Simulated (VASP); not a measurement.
BiTe: single point with PBE

Crystal: BiTe.

```
Bi Te
1.0
    -2.42229   -1.39851   -3.31334
    -2.42229    4.19554    0.00000
     4.84459    2.79703   -3.31334
Bi Te
2 2
Cartesian
  2.4276 4.1996 -5.2041
  -0.0053 -0.0041 -4.7360
  0.2377 2.9329 -3.2077
  2.1846 1.2626 -6.7323
```

```json
{
 "Program": "VASP 6.6.1",
 "Task": "single point",
 "Functional": "PBE",
 "Potentials or basis": "VASP PAW PBE potentials, release 64 (Bi_d, Te)",
 "Cutoff": "520 eV",
 "k mesh": "8 × 8 × 6",
 "Occupations": "gaussian, width 0.15 eV",
 "Spin": "no spin polarisation",
 "Dipole correction": "no",
 "Further INCAR settings": "ALGO = Normal; EDIFF = 1e-07; NBANDS = 29"
}
```

The pressure is -0.4 GPa. The largest force is 0.004 eV/Å and the band gap on the k mesh is zero (bands 21 and 22 overlap by 3.16 eV).

Forces on the atoms (eV/Å):
```
Bi  -0.001 -0.001  0.000
Bi   0.001  0.001  0.000
Te   0.002  0.003  0.000
Te  -0.002 -0.003  0.000
```

Stress tensor (GPa, compression positive):
```
-0.08  0.51  0.35
 0.51 -0.68  0.20
 0.35  0.20 -0.41
```

Levels at points of the mesh, in eV from the Fermi level:
```csv
k point,band 19,band 20,band 21,band 22,band 23,band 24
"(0.00, 0.00, 0.00)",-2.73,-1.69,1.98,2.42,2.50,2.61
"(0.50, 0.00, 0.00)",-2.35,-2.10,-0.91,-0.62,-0.22,0.10
"(0.00, 0.50, 0.00)",-1.36,-1.36,-0.43,-0.43,0.70,0.70
"(0.50, 0.50, 0.00)",-3.25,-3.25,1.57,1.58,3.35,3.35
"(0.00, 0.00, 0.50)",-2.48,-2.35,-0.03,1.30,2.03,2.43
"(0.50, 0.00, 0.50)",-1.96,-1.83,-1.25,-1.15,-0.62,-0.57
"(0.00, 0.50, 0.50)",-1.48,-1.48,-0.65,-0.65,-0.23,-0.23
"(0.50, 0.50, 0.50)",-1.63,-1.63,-0.22,-0.22,3.13,3.13
```

It took 9.7 min on 1 thread of Intel(R) Xeon(R) Platinum 8259CL CPU @ 2.50GHz (Skylake/Cascade Lake), with other jobs on the host, peak memory 0.7 GiB.

Caveat: spin-orbit coupling is left out, which moves the levels of the heavy elements.
